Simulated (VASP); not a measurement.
Input of a VASP 6.6.1 run:

INCAR

```
SYSTEM = Cu3Te
PREC = Accurate ; ENCUT = 520
EDIFF = 1E-7 ; ISMEAR = -1
SIGMA = 0.05 ; LREAL = .False.
LASPH = .True. ; NELM = 80
ALGO = Normal ; ISIF = 2
LWAVE = .False. ; LCHARG = .False.
GGA = PE ; NBANDS = 28
```

KPOINTS

```
regular mesh
0
Gamma
  6 6 6
  0 0 0
```

Contents of POSCAR:

```
Cu3Te
1.0
    3.9985977190      0.0000000000      0.0000000000
    0.0000000000      3.9985977190      0.0000000000
    0.0000000000      0.0000000000      3.9985977190
Cu Te
3 1
Direct
    0.0000000000      0.5000000000      0.5000000000
    0.5000000000      0.0000000000      0.5000000000
    0.5000000000      0.5000000000      0.0000000000
    0.0000000000      0.0000000000      0.0000000000
```

Potentials or basis: VASP PAW PBE potentials, release 64 (Cu, Te).

The run is started by

```bash
$ cat potpaw_PBE.64/Cu/POTCAR potpaw_PBE.64/Te/POTCAR > POTCAR
$ mpirun -np 1 vasp_std > vasp.out
```

(1) Estimate the pressure.

(2) What does it give for the band gap on the k mesh?

Results:

(1) -2.4 GPa.

(2) zero (an odd number of electrons rules out a gap without spin polarisation).

Caveat: spin-orbit coupling is left out, which moves the levels of the heavy elements.
